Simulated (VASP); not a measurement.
## ZrB2: single point with PBE+D3(BJ)

ZrB2:

```
Zr B
1.0
     3.17000    0.00000    0.00000
    -1.58500    2.74530    0.00000
     0.00000    0.00000    3.53300
Zr B
1 2
Direct
  0.00000 0.00000 0.00000
  0.66667 0.33333 0.50000
  0.33333 0.66667 0.50000
```

```
Program             : VASP 6.6.1
Task                : single point
Functional          : PBE
Dispersion          : D3(BJ)
Potentials or basis : VASP PAW PBE potentials, release 64 (Zr_sv, B)
Cutoff              : 520 eV
k mesh              : 10 × 10 × 8
Occupations         : fermi-dirac, width 0.05 eV
Spin                : no spin polarisation
```

The pressure is -5.3 GPa and the band gap on the k mesh is zero (band 9 reaches 11.10 eV, above the bottom of band 10 at 10.29 eV). The dispersion energy per atom is -0.390 eV.

Stress tensor (GPa, compression positive):
```
-5.77  0.00  0.00
 0.00 -5.77  0.00
 0.00  0.00 -4.32
```

Levels at points of the mesh, in eV from the Fermi level:
```tsv
k point	band 7	band 8	band 9	band 10	band 11	band 12
(0.00, 0.00, 0.00)	-2.54	-2.50	-2.26	3.49	3.49	4.26
(0.50, 0.00, 0.00)	-3.81	-2.97	-2.60	2.32	2.39	5.01
(0.00, 0.00, 0.50)	-0.88	-0.88	0.42	0.42	0.86	0.86
(0.50, 0.00, 0.50)	-4.52	-4.04	-1.92	3.83	4.17	5.38
```

Wall time 47 s on 1 thread of Intel Xeon 6975P-C, on a shared host, peak memory 0.18 GiB.

Caveat: pairwise dispersion overbinds metals, which lowers pressure and volume.
